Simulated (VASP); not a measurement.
# ZnCd3SO (P4/mmm) in VASP: relaxation of cell and atoms with PBE

Aim: the relaxation of cell and atoms of ZnCd3SO with PBE.

Everything below comes from runs of VASP 6.6.1. Logs are shortened: lines on timing, memory, paths and dates and some standing lists are left out, and cuts for length are marked.

## (1) The cell of the first run

It takes space group P4/mmm (No. 123, tetragonal). Conventional cell: a = 4.069 Å, b = 4.069 Å, c = 8.278 Å, α = 90.00°, β = 90.00°, γ = 90.00°. Within 2.9 Å of Zn (site symmetry 4/mmm) lie 6 Cd at 2.23 to 2.88 Å. Cd (site symmetry 4mm) has 1 S at 1.91 Å and 1 Zn at 2.23 Å within 2.5 Å. Cd (site symmetry 4/mmm) has 4 Zn at 2.88 Å and 8 Cd at 3.64 Å within 3.8 Å. S (site symmetry 4/mmm) has 2 Cd at 1.91 Å within 2.5 Å. Within 3.8 Å of O (site symmetry 4/mmm) lie 4 S at 2.88 Å and 8 Cd at 3.45 Å.

The cell was generated, and may not be a known phase.

## (2) Relaxation of cell and atoms, PBE, collinear spin, ferromagnetic start

INCAR reads:

```
SYSTEM = ZnCd3SO
PREC = Accurate
ENCUT = 600
EDIFF = 1E-7
ISMEAR = 0
SIGMA = 0.1
LREAL = .FALSE.
LASPH = .TRUE.
NELM = 150
ALGO = Normal
ISIF = 3
LWAVE = .FALSE.
LCHARG = .FALSE.
ISPIN = 2
MAGMOM = 0 0 0 0 0 1
LORBIT = 11
GGA = PE
IBRION = 2
NSW = 90
EDIFFG = -0.04
```

KPOINTS reads:

```
regular mesh
0
G
  4 4 2
  0 0 0
```

POSCAR reads:

```
ZnCd3SO
1.0
    4.0687272600      0.0000000000      0.0000000000
    0.0000000000      4.0687272600      0.0000000000
    0.0000000000      0.0000000000      8.2777982600
Zn Cd S O
1 3 1 1
Direct
    0.5000000000      0.5000000000      0.0000000000
    0.5000000000      0.5000000000      0.2690671800
    0.5000000000      0.5000000000      0.7309328200
    0.0000000000      0.0000000000      0.0000000000
    0.5000000000      0.5000000000      0.5000000000
    0.0000000000      0.0000000000      0.5000000000
```

Potentials or basis: VASP PAW PBE potentials, release 64 (Zn, Cd, S, O).

Run with:

```bash
> cat potpaw_PBE.64/Zn/POTCAR potpaw_PBE.64/Cd/POTCAR potpaw_PBE.64/S/POTCAR potpaw_PBE.64/O/POTCAR > POTCAR
> mpirun -np 1 vasp_std > vasp.out
```

OUTCAR:

```text
SYSTEM = ZnCd3SO
   PREC = Accurate
   ENCUT = 600
   EDIFF = 1E-7
   ISMEAR = 0
   LREAL = .FALSE.
   LASPH = .TRUE.
   NELM = 150
   ISIF = 3
   ISPIN = 2
   LORBIT = 11
   GGA = PE
   IBRION = 2
   NSW = 90
   EDIFFG = -0.04

 ion  position               nearest neighbor table
   1  0.500  0.500  0.000-   2 2.23   3 2.23   4 2.88   4 2.88   4 2.88   4 2.88
   2  0.500  0.500  0.269-   5 1.91   1 2.23   4 3.64   4 3.64   4 3.64   4 3.64
   3  0.500  0.500  0.731-   5 1.91   1 2.23   4 3.64   4 3.64   4 3.64   4 3.64
   4  0.000  0.000  0.000-   1 2.88   1 2.88   1 2.88   1 2.88   2 3.64   3 3.64   3 3.64   2 3.64
                             3 3.64   2 3.64   2 3.64   3 3.64
   5  0.500  0.500  0.500-   2 1.91   3 1.91
   6  0.000  0.000  0.500-

  LATTYP: Found a simple tetragonal cell.
 ALAT       =     4.0687272600
 C/A-ratio  =     2.0344932779

  Lattice vectors:

 A1 = (   4.0687272600,   0.0000000000,   0.0000000000)
 A2 = (   0.0000000000,   4.0687272600,   0.0000000000)
 A3 = (   0.0000000000,   0.0000000000,   8.2777982600)

Analysis of symmetry for initial positions (statically):
=====================================================================
 Subroutine PRICEL returns:
 Original cell was already a primitive cell.

 Routine SETGRP: Setting up the symmetry group for a
 simple tetragonal supercell.

 Subroutine GETGRP returns: Found 16 space group operations
 (whereof 16 operations were pure point group operations)
 out of a pool of 16 trial point group operations.

The static configuration has the point symmetry D_4h.

Analysis of symmetry for dynamics (positions and initial velocities):
=====================================================================
 Subroutine PRICEL returns:
 Original cell was already a primitive cell.

 Routine SETGRP: Setting up the symmetry group for a
 simple tetragonal supercell.

 Subroutine GETGRP returns: Found 16 space group operations
 (whereof 16 operations were pure point group operations)
 out of a pool of 16 trial point group operations.

The dynamic configuration has the point symmetry D_4h.

Analysis of structural, dynamic, and magnetic symmetry:
=====================================================================
 Subroutine PRICEL returns:
 Original cell was already a primitive cell.

 Routine SETGRP: Setting up the symmetry group for a
 simple tetragonal supercell.

 Subroutine GETGRP returns: Found 16 space group operations
 (whereof 16 operations were pure point group operations)
 out of a pool of 16 trial point group operations.

The overall configuration has the point symmetry D_4h.

 Subroutine INISYM returns: Found 16 space group operations
 (whereof 16 operations are pure point group operations),
 and found     1 'primitive' translations

----------------------------------------------------------------------------------------

                                     Primitive cell

  volume of cell :     137.0352

  direct lattice vectors                    reciprocal lattice vectors
     4.068727260  0.000000000  0.000000000     0.245777103  0.000000000  0.000000000
     0.000000000  4.068727260  0.000000000     0.000000000  0.245777103  0.000000000
     0.000000000  0.000000000  8.277798260     0.000000000  0.000000000  0.120805070

  length of vectors
     4.068727260  4.068727260  8.277798260     0.245777103  0.245777103  0.120805070

  position of ions in fractional coordinates (direct lattice)
     0.500000000  0.500000000  0.000000000
     0.500000000  0.500000000  0.269067180
     0.500000000  0.500000000  0.730932820
     0.000000000  0.000000000  0.000000000
     0.500000000  0.500000000  0.500000000
     0.000000000  0.000000000  0.500000000

  ion indices of the primitive-cell ions
   primitive index   ion index
                 1           1
                 2           2
                 3           3
                 4           4
                 5           5
[... 41 lines left out ...]
  0.500000  0.500000  0.500000      1.000000
   k-points           NKPTS =     12   k-points in BZ     NKDIM =     12   number of bands    NBANDS=     37
   number of dos      NEDOS =    301   number of ions     NIONS =      6
   total plane-waves  NPLWV =  90720
   dimension x,y,z NGX =    36 NGY =   36 NGZ =   70
   dimension x,y,z NGXF=    72 NGYF=   72 NGZF=  140
   ions per type =               1   3   1   1
   NGX,Y,Z   is equivalent  to a cutoff of  14.71, 14.71, 14.06 a.u.
   NGXF,Y,Z  is equivalent  to a cutoff of  29.42, 29.42, 28.12 a.u.
 SYSTEM =  ZnCd3SO
   PREC   = accura    normal or accurate (medium, high low for compatibility)
   ISTART =      0    job   : 0-new  1-cont  2-samecut
   ICHARG =      2    charge: 1-file 2-atom 10-const
   ISPIN  =      2    spin polarized calculation?
   LNONCOLLINEAR =      F non collinear calculations
   LSORBIT =      F    spin-orbit coupling
   LASPH  =      T    aspherical Exc in radial PAW
   ENCUT  =  600.0 eV  44.10 Ry    6.64 a.u.   8.13  8.13 16.53*2*pi/ulx,y,z
   NELM   =    150;   NELMIN=  2; NELMDL= -5     # of ELM steps
   EDIFF  = 0.1E-06   stopping-criterion for ELM
   LREAL  =      F    real-space projection
   EDIFFG = -.4E-01   stopping-criterion for IOM
   NSW    =     90    number of steps for IOM
   IBRION =      2    ionic relax: 0-MD 1-quasi-New 2-CG
   NFREE  =      1    steps in history (QN), initial steepest desc. (CG)
   ISIF   =      3    stress and relaxation
   ISYM   =      2    0-nonsym 1-usesym 2-fastsym
   POTIM  = 0.5000    time-step for ionic-motion
   TEBEG  =    0.0;   TEEND  =   0.0 temperature during run
   PSTRESS=    0.0 pullay stress
   NELECT =      60.0000    total number of electrons
   NUPDOWN=      -1.0000    fix difference up-down
   EMIN   =  10.00;   EMAX   =-10.00  energy-range for DOS
   EFERMI =   0.00;   METHOD = LEGACY
   ISMEAR =     0;   SIGMA  =   0.10  broadening in eV -4-tet -1-fermi 0-gaus
   EFERMI_NEDOS =   21; number of points for ismear=-14 and -15
   IALGO  =     38    algorithm
   IMIX   =      4    mixing-type and parameters
     AMIX     =   0.40;   BMIX     =  1.00
     AMIX_MAG =   1.60;   BMIX_MAG =  1.00
  volume/ion in A,a.u.               =      22.84       154.13
  Fermi-wavevector in a.u.,A,eV,Ry     =   1.243124  2.349164 21.025875  1.545358
  Thomas-Fermi vector in A             =   2.377449
   LORBIT       =     11    0 simple, 1 ext, 2 COOP (PROOUT), +10 PAW based schemes
   GGA     = PE    functional components
   LHFCALC =     F    Hartree Fock is set to
   AEXX    =    0.0000 exact exchange contribution
   IVDW    =     0    specifies the selected vdW correction
   LEPSILON=     F    determine dielectric tensor
   LRPA    =     F    only Hartree local field effects (RPA)
 conjugate gradient relaxation of ions
 spin polarized calculation
 Gauss-broadening in eV      SIGMA  =   0.10
  energy-cutoff  :      600.00
  volume of cell :      137.04
 maximum number of plane-waves:      4616
 NGX is ok and might be reduce to    36
   NGX = 17   NGY = 17   NGZ = 33

--------------------------------------- Ionic step        1  -------------------------------------------

 number of electron      59.9999989 magnetization       0.0018759

 number of electron      59.9999989 magnetization      -0.0000850

 Free energy of the ion-electron system (eV)
  ---------------------------------------------------
  ext. energy  EPLUGINS =         0.00000000
  ---------------------------------------------------
  free energy    TOTEN  =        -3.87498365 eV

  energy without entropy =       -3.84726012  energy(sigma->0) =       -3.86112189

------------------------ aborting loop because EDIFF is reached ----------------------------------------

  FORCE on cell =-STRESS in cart. coord.  units (eV):
  Direction    XX          YY          ZZ          XY          YZ          ZX
  --------------------------------------------------------------------------------------
  -------------------------------------------------------------------------------------
  Total       -2.8711327     -2.8711327     64.7298623      0.0000000     -0.0000000      0.0000000
  in kB      -33.5684937    -33.5684937    756.8037407      0.0000000     -0.0000000      0.0000000
  external PRESSURE =     229.8889178 kB  Pullay stress =       0.0000000 kB
[... 105 lines left out ...]
  FREE ENERGIE OF THE ION-ELECTRON SYSTEM (eV)
  ---------------------------------------------------
  free  energy   TOTEN  =        -7.1513308471 eV

  energy  without entropy=       -7.1348683377  energy(sigma->0) =       -7.14309959

 E-fermi :  -0.2863     XC(G=0):  -8.1168

 val. band max:       -0.3920193647   @ k =   0.0000   0.0000   0.0000
 cond. band min:      -0.2442355145   @ k =   0.0000   0.0000   0.5000
 fundamental gap:      0.1477838502
 Fermi energy:        -0.2863382161

 spin component 1

 k-point     1 :       0.0000    0.0000    0.0000
  band No.  band energies     occupation
      1     -16.0471      1.00000
      2     -11.6240      1.00000
      3      -9.1432      1.00000
      4      -9.1293      1.00000
      5      -9.0846      1.00000
      6      -8.9666      1.00000
[... 952 lines left out ...]
     36       1.9421      0.00000
     37       2.8306      0.00000

[... ionic steps 4 to 12 ...]

--------------------------------------- Ionic step       13  -------------------------------------------

 number of electron      60.0000014 magnetization       0.0019909

------------------------ aborting loop because EDIFF is reached ----------------------------------------
[... 77 lines left out ...]
--------------------------------------- Ionic step       15  -------------------------------------------

 number of electron      59.9999994 magnetization      -0.0001000

 Free energy of the ion-electron system (eV)
  ---------------------------------------------------
  ext. energy  EPLUGINS =         0.00000000
  ---------------------------------------------------
  free energy    TOTEN  =        -9.46233688 eV

  energy without entropy =       -9.43777834  energy(sigma->0) =       -9.45005761

 E-fermi :   1.4202     XC(G=0):  -9.4865

 val. band max:        1.4201102592   @ k =   0.5000   0.2500   0.5000
 cond. band min:       1.4957953845   @ k =   0.2500   0.2500   0.5000
 fundamental gap:      0.0756851254
 Fermi energy:         1.4201984600

 spin component 1

 k-point     1 :       0.0000    0.0000    0.0000
  band No.  band energies     occupation
      1     -15.2309      1.00000
      2     -11.0493      1.00000
      3      -7.9714      1.00000
      4      -7.9562      1.00000
      5      -7.9153      1.00000
      6      -7.6889      1.00000
[... 985 lines left out ...]
  FREE ENERGIE OF THE ION-ELECTRON SYSTEM (eV)
  ---------------------------------------------------
  free  energy   TOTEN  =        -9.4623368756 eV

  energy  without entropy=       -9.4377783363  energy(sigma->0) =       -9.45005761

 reached required accuracy - stopping structural energy minimisation

 total charge

# of ion       s       p       d       tot
------------------------------------------
    1        0.657   0.472   9.716  10.845
    2        0.583   0.193   9.512  10.288
    3        0.583   0.193   9.512  10.288
    4        0.662   0.244   9.487  10.393
    5        1.399   2.116   0.000   3.515
    6        1.621   3.051   0.000   4.673
--------------------------------------------------
tot          5.504   6.268  38.228  50.000

 magnetization (x)

# of ion       s       p       d       tot
------------------------------------------
    1       -0.000  -0.000  -0.000  -0.000
    2       -0.000  -0.000  -0.000  -0.000
    3       -0.000  -0.000  -0.000  -0.000
    4        0.000  -0.000  -0.000  -0.000
    5       -0.000  -0.000   0.000  -0.000
    6       -0.000  -0.000   0.000  -0.000
--------------------------------------------------
tot         -0.000  -0.000  -0.000  -0.000
```

Run time: 71 min. Hardware: 1 thread of Intel Xeon 8259CL, shared host; peak memory 0.45 GiB.

What came out:

| Quantity | Value |
| --- | --- |
| Free energy | -9.4623 eV |
| Relaxed volume | 23.04 Å³/atom |
| Relaxed cell | a = 3.701 Å, b = 3.701 Å, c = 10.092 Å, α = 90.00°, β = 90.00°, γ = 90.00° |
| Space group after relaxing (to 0.1 Å) | P4/mmm (No. 123) |
| Energy gained by relaxing | 931.2 meV/atom |
| Ionic steps | 15 |
| Pressure after relaxing | 0.0 GPa |
| Largest force after relaxing | 0.027 eV/Å |
| Band gap on the k mesh | zero (filled and empty bands overlap) |
| Net moment | 0.00 μB per cell |
| Valence electrons inside the program's atomic spheres | Zn 10.85; Cd 10.29, 10.39 (each value once); S 3.52; O 4.67 |

Forces on the atoms (eV/Å):
```
Zn   0.000  0.000  0.000
Cd   0.000  0.000 -0.027
Cd   0.000  0.000  0.027
Cd   0.000  0.000  0.000
S    0.000  0.000  0.000
O    0.000  0.000  0.000
```

Step by step:
| step | energy change (eV) | largest force (eV/Å) | pressure (GPa) | volume (Å³) |
| --- | --- | --- | --- | --- |
| 1 | 0.0000 | 8.7629 | 22.99 | 137.04 |
| 2 | -2.8338 | 0.5935 | -6.23 | 198.85 |
| 3 | -3.2763 | 0.8379 | -5.94 | 191.74 |
| 4 | -3.6372 | 1.0495 | -5.79 | 185.94 |
| 5 | -4.8900 | 1.9437 | -2.64 | 161.98 |
| 6 | -4.8334 | 1.9175 | 0.59 | 154.43 |
| 7 | -4.9148 | 2.0029 | -1.85 | 159.77 |
| 8 | -4.9177 | 2.0073 | -1.65 | 159.24 |
| 9 | -5.3383 | 0.7740 | -2.67 | 154.74 |
| 10 | -5.4637 | 0.2278 | -2.87 | 151.36 |
| 11 | -5.4805 | 0.0564 | -2.81 | 149.90 |
| 12 | -5.5780 | 0.3070 | 0.00 | 139.23 |
| 13 | -5.5784 | 0.2819 | -0.19 | 139.83 |
| 14 | -5.5856 | 0.1361 | -0.09 | 138.94 |
| 15 | -5.5874 | 0.0272 | 0.00 | 138.25 |

Final structure:
```xyz
6
Lattice="3.7012 0.0000 0.0000 0.0000 3.7012 0.0000 0.0000 0.0000 10.0923" Properties=species:S:1:pos:R:3 pbc="T T T"
Zn    1.8506    1.8506    0.0000
Cd    1.8506    1.8506    2.5910
Cd    1.8506    1.8506    7.5013
Cd    0.0000    0.0000    0.0000
S     1.8506    1.8506    5.0461
O     0.0000    0.0000    5.0461
```

Levels at points of the mesh, in eV from the Fermi level:
Spin up:
| k point | band 27 | band 28 | band 29 | band 30 | band 31 | band 32 | band 33 | band 34 |
| --- | --- | --- | --- | --- | --- | --- | --- | --- |
| (0.00, 0.00, 0.00) | -3.00 | -1.58 | -0.73 | 0.94 | 0.94 | 2.87 | 2.87 | 4.09 |
| (0.50, 0.00, 0.00) | -1.84 | -1.70 | -1.48 | -1.20 | -0.99 | 0.17 | 0.28 | 2.23 |
| (0.50, 0.50, 0.00) | -1.63 | -1.63 | -1.30 | -0.40 | -0.06 | 1.29 | 1.29 | 1.77 |
| (0.00, 0.00, 0.50) | -2.99 | -0.80 | 0.69 | 0.95 | 0.95 | 1.50 | 2.81 | 2.81 |
| (0.50, 0.00, 0.50) | -2.18 | -1.70 | -1.64 | -1.48 | -0.98 | 0.14 | 2.11 | 2.26 |
| (0.50, 0.50, 0.50) | -1.69 | -1.69 | -1.30 | -0.61 | -0.39 | 1.19 | 1.19 | 2.55 |
Spin down:
```csv
k point,band 26,band 27,band 28,band 29,band 30,band 31,band 32,band 33,band 34,band 35
"(0.00, 0.00, 0.00)",-3.00,-3.00,-1.58,-0.73,0.94,0.94,2.87,2.87,4.09,5.09
"(0.50, 0.00, 0.00)",-2.11,-1.84,-1.70,-1.48,-1.20,-0.99,0.17,0.28,2.23,5.33
"(0.50, 0.50, 0.00)",-2.08,-1.63,-1.63,-1.30,-0.40,-0.06,1.29,1.29,1.77,1.77
"(0.00, 0.00, 0.50)",-2.99,-2.99,-0.80,0.69,0.95,0.95,1.50,2.81,2.81,5.32
"(0.50, 0.00, 0.50)",-2.28,-2.18,-1.70,-1.64,-1.48,-0.98,0.14,2.11,2.26,3.56
"(0.50, 0.50, 0.50)",-1.93,-1.69,-1.69,-1.30,-0.61,-0.39,1.19,1.19,2.55,2.55
```

Caveat: the k points lie up to 0.42 Å⁻¹ apart in the final cell, too coarse for converged energies and pressures of a metal; a cell axis changed by over 15 % at a fixed basis, so the end point is rough.

The gap in the log of VASP goes by the Fermi energy; the results here count the filled bands.